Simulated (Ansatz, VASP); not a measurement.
# Ag in VASP and in Ansatz

Contents of INCAR:

```
  PREC = Accurate
  ENCUT = 520
  EDIFF = 1E-8
  ISMEAR = -1
  SIGMA = 0.05
  LREAL = False
  LASPH = True
  NELM = 60
  ALGO = Normal
  ISIF = 2
  LWAVE = False
  LCHARG = False
  GGA = PE
  LEFG = True
  NBANDS = 12
```

KPOINTS

```
Automatic mesh
0
Gamma
  15 15 15
```

File POSCAR:

```
Ag
1.0
    0.0000000000      2.0017471726      2.0017471726
    2.0017471726      0.0000000000      2.0017471726
    2.0017471726      2.0017471726      0.0000000000
Ag
1
Direct
    0.0000000000      0.0000000000      0.0000000000
```

Input for Ansatz:

```yaml
crystal:
  lattice:
    - [0.0, 2.0017471726, 2.0017471726]
    - [2.0017471726, 0.0, 2.0017471726]
    - [2.0017471726, 2.0017471726, 0.0]
  atoms:
    - { symbol: Ag, position: [0.0, 0.0, 0.0] }
kpoints:
  mp_grid: { grid: [15, 15, 15] }
scf:
  occupations: { method: fermi_dirac, width: 0.05 }
hamiltonian:
  xc: pbe
  pseudopotentials: { kind: paw }
output:
  forces: true
  stress: true
  eigenvalues: true
  efg: { contact_densities: true }
```

Change from the starting cell: volume scaled by 0.9405, PAW files.

Alike in both runs: task electric field gradients; functional PBE; k mesh 15 × 15 × 15; occupations fermi-dirac, width 0.05 eV; no spin polarisation.

|  | VASP | Ansatz |
| --- | --- | --- |
| version | VASP 6.6.1 | Ansatz 0.2.0 |
| potentials or method | VASP PAW PBE potentials, release 64 (Ag) | PAW with Ansatz's default frozen-core files, scalar-relativistic |
| plane-wave cutoff (eV) | 520 | 420 |
| valence electrons in the cell | 11 | 19 |

VASP gave:

```
pressure (GPa) : 12.8
```

Question: Estimate Ansatz's values.

Answer: Pressure (GPa): 13.0.

With one functional, cell and mesh, what is left measures potentials, basis and numerics. VASP's potentials hold 11 valence electrons a cell and Ansatz's 19, so a difference there can come from the potentials and not from the codes.
